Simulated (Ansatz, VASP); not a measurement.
**EuNbTe4 in VASP and in Ansatz**

Contents of INCAR:

```
SYSTEM = EuNbTe4
  PREC = Accurate
  ENCUT = 520
  EDIFF = 1E-6
  ISMEAR = 0
  SIGMA = 0.1
  LREAL = .False.
  LASPH = .True.
  NELM = 150
  ALGO = Normal
  ISIF = 2
  LWAVE = .False.
  LCHARG = .True.
  ISPIN = 2
  MAGMOM = 7 0 0 0 0 0
  LORBIT = 11
  LMAXMIX = 6
  GGA = PE
  LELF = .True.
  LVHAR = .True.
  NBANDS = 40
```

KPOINTS

```
Automatic mesh
0
Gamma
  4 4 4
  0 0 0
```

The input POSCAR:

```
EuNbTe4
1.0
    0.0000000000      4.4439938100      4.4439938100
    4.4439938100      0.0000000000      4.4439938100
    4.4439938100      4.4439938100      0.0000000000
Eu Nb Te
1 1 4
Direct
    0.7500000000      0.7500000000      0.7500000000
    0.0000000000      0.0000000000      0.0000000000
    0.3747620000      0.3747620000      0.8757140000
    0.8757140000      0.3747620000      0.3747620000
    0.3747620000      0.3747620000      0.3747620000
    0.3747620000      0.8757140000      0.3747620000
```

Input for Ansatz:

```yaml
crystal:
  lattice:
    - [0.0, 4.44399381, 4.44399381]
    - [4.44399381, 0.0, 4.44399381]
    - [4.44399381, 4.44399381, 0.0]
  atoms:
    - { symbol: Eu, position: [0.75, 0.75, 0.75], spin: 7.0 }
    - { symbol: Nb, position: [0.0, 0.0, 0.0] }
    - { symbol: Te, position: [0.374762, 0.374762, 0.875714] }
    - { symbol: Te, position: [0.875714, 0.374762, 0.374762] }
    - { symbol: Te, position: [0.374762, 0.374762, 0.374762] }
    - { symbol: Te, position: [0.374762, 0.875714, 0.374762] }
basis:
  ecutwfc: 420
kpoints:
  mp_grid: { grid: [4, 4, 4] }
hamiltonian:
  xc: pbe
scf:
  occupations: { method: gaussian, width: 0.1 }
  lower_state_search: "off"
output:
  forces: true
  stress: true
  eigenvalues: true
  populations: true
magnetization:
  spin_polarized: true
```

Change from the starting cell: species swapped into the LuInCo4 type (F-43m, No. 216).

Alike in both runs: task single point; functional PBE; k mesh 4 × 4 × 4; occupations gaussian, width 0.1 eV; collinear spin.

|  | VASP | Ansatz |
| --- | --- | --- |
| version | VASP 6.6.1 | Ansatz 0.2.0 |
| potentials or method | VASP PAW PBE potentials, release 64 (Eu, Nb_sv, Te), cutoff 520 eV | scalar-relativistic, plane waves, PAW |
| valence electrons in the cell | 54 | 94 |

Ansatz gave:

| Quantity | Value |
| --- | --- |
| gap on the k mesh at the Fermi level (eV) | none |
| pressure (GPa) | 2.4 |
| rms of the force components (eV/Å) | 0.031 |
| net moment per atom (μB) | 1.74 |
| size of the moment on the site where the two differ most (μB) | 3.03 |

Question: What did VASP give for the same quantities?

Answer: gap on the k mesh at the Fermi level (eV): none; pressure (GPa): 2.2; rms of the force components (eV/Å): 0.030; net moment per atom (μB): 1.74; size of the moment on the site where the two differ most (μB): 2.36.

Site moments also hang on the region over which each program counts them. Atom by atom the forces differ by 0.001 eV/Å (rms over components). A gap of «none» marks a metal or a gap that the smearing closes. VASP's potentials hold 54 valence electrons a cell and Ansatz's 94, so a difference there can come from the potentials and not from the codes.

Spin-orbit coupling is off throughout.
